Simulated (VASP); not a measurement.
Set up this calculation in VASP 6.6.1, as the native input.

- Task: single point
- Functional: PBE
- Dispersion: D3(BJ)
- Potentials or basis: VASP PAW PBE potentials, release 64 (Rh_pv, H)
- Cutoff: 520 eV
- k mesh: 5 × 7 × 1
- Occupations: gaussian, width 0.1 eV
- Spin: no spin polarisation
- Dipole correction: yes
- Further INCAR settings: ALGO = Normal; EDIFF = 1e-07; NBANDS = 70

The structure of HRh8 lies in POSCAR:

```
HRh8
1.0
    5.3650160441      0.0000000000      0.0000000000
    0.0000000000      3.7936392259      0.0000000000
    0.0000000000      0.0000000000     21.2400770646
Rh H
8 1
Direct
    0.2500000000      0.5000000000      0.1883232338
    0.7500000000      0.5000000000      0.1883232338
    0.0000000000      0.0000000000      0.2514705570
    0.5000000000      0.0000000000      0.2514705570
    0.2500000000      0.5000000000      0.3153506346
    0.7500000000      0.5000000000      0.3153506346
    0.0000000000      0.0000000000      0.3738252475
    0.5000000000      0.0000000000      0.3738252475
    0.1666666667      0.0000000000      0.4915272686
```

These files were run (other wordings do the same):

INCAR

```
SYSTEM = HRh8
ALGO = Normal
DIPOL = 0.5 0.5 0.305
EDIFF = 1E-7
ENCUT = 520
GGA = PE
IDIPOL = 3
ISIF = 2
ISMEAR = 0
IVDW = 12
LASPH = .True.
LCHARG = .False.
LDIPOL = .True.
LREAL = .False.
LWAVE = .False.
NBANDS = 70
NELM = 60
PREC = Accurate
SIGMA = 0.1
```

KPOINTS

```
k-points
0
Gamma
  5 7 1
  0 0 0
```

Potentials or basis: VASP PAW PBE potentials, release 64 (Rh_pv, H).

Launch:

```sh
$ cat potpaw_PBE.64/Rh_pv/POTCAR potpaw_PBE.64/H/POTCAR > POTCAR
$ mpirun -np 1 vasp_std > vasp.out
```

Results of the run:

The largest force is 1.747 eV/Å and the dispersion energy per atom is -0.347 eV.

Wall time 8.9 min on 1 thread of Intel(R) Xeon(R) 6975P-C (Granite Rapids), with other jobs on the host, peak memory 0.54 GiB.
